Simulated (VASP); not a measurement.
The system is SnSe (wurtzite type).

```
Sn Se
1.0
     4.32465    0.00000    0.00000
    -2.16233    3.74526    0.00000
     0.00000    0.00000    7.04918
Sn Se
2 2
Direct
  0.33333 0.66667 0.00000
  0.66667 0.33333 0.50000
  0.33333 0.66667 0.37600
  0.66667 0.33333 0.87600
```

```yaml
Program: VASP 6.6.1
Task: relaxation of cell and atoms
Functional: PBE
Potentials_or_basis: VASP PAW PBE potentials, release 64 (Sn_d, Se)
Cutoff: 600 eV
k_mesh: 11 × 11 × 6
Occupations: fermi-dirac, width 0.08 eV
Spin: no spin polarisation
```

At the start: pressure 16.5 GPa; volume 28.54 Å³/atom.

Q: How do energy, volume and symmetry change on relaxing?

A: Over 28 steps the energy falls by 474.8 meV/atom and the volume is 34.86 Å³/atom (+22.1 %); space group P6_3mc (No. 186, to 0.05 Å).

Step by step:
```tsv
step	energy change (eV)	largest force (eV/Å)	pressure (GPa)	volume (Å³)
1	0.0000	0.1026	16.52	114.18
2	-1.4432	0.0024	-2.67	170.03
3	-1.5944	0.0124	0.12	152.56
4	-1.5947	0.0123	-0.05	153.40
5	-1.5994	0.0448	-0.04	153.34
6	-1.6118	0.1561	0.02	153.11
7	-1.6177	0.4509	0.31	152.42
8	-1.6196	0.3277	0.18	152.72
9	-1.6220	0.3356	0.16	152.78
10	-1.6290	0.3606	0.11	152.97
11	-1.6424	0.4144	0.01	153.32
12	-1.6619	0.5408	-0.14	153.82
13	-1.6300	0.8770	-0.11	154.11
14	-1.6602	0.6275	-0.15	153.98
15	-1.6680	0.6165	-0.22	154.06
16	-1.6888	0.5839	-0.44	154.26
17	-1.7153	0.5251	-0.85	154.56
18	-1.6788	0.4203	-1.33	154.62
19	-1.7129	0.5289	-0.95	154.63
20	-1.7472	0.4413	-1.00	153.43
21	-1.8245	0.2227	-1.04	149.85
22	-1.8893	0.0203	-0.58	142.87
23	-1.8915	0.0380	-0.42	141.63
24	-1.8918	0.0442	-0.34	141.04
25	-1.8977	0.0083	0.09	139.15
26	-1.8979	0.0001	0.19	138.71
27	-1.8989	0.0027	0.05	139.25
28	-1.8990	0.0034	0.01	139.43
```

Final structure:
```
Sn Se
1.0
     5.11054    0.00000    0.00000
    -2.55527    4.42586    0.00000
     0.00000    0.00000    6.16426
Sn Se
2 2
Direct
  0.33333 0.66667 0.95521
  0.66667 0.33333 0.45521
  0.33333 0.66667 0.42079
  0.66667 0.33333 0.92079
```

Caveat: the volume moved by over 15 % at a fixed basis, so the end points are rough.
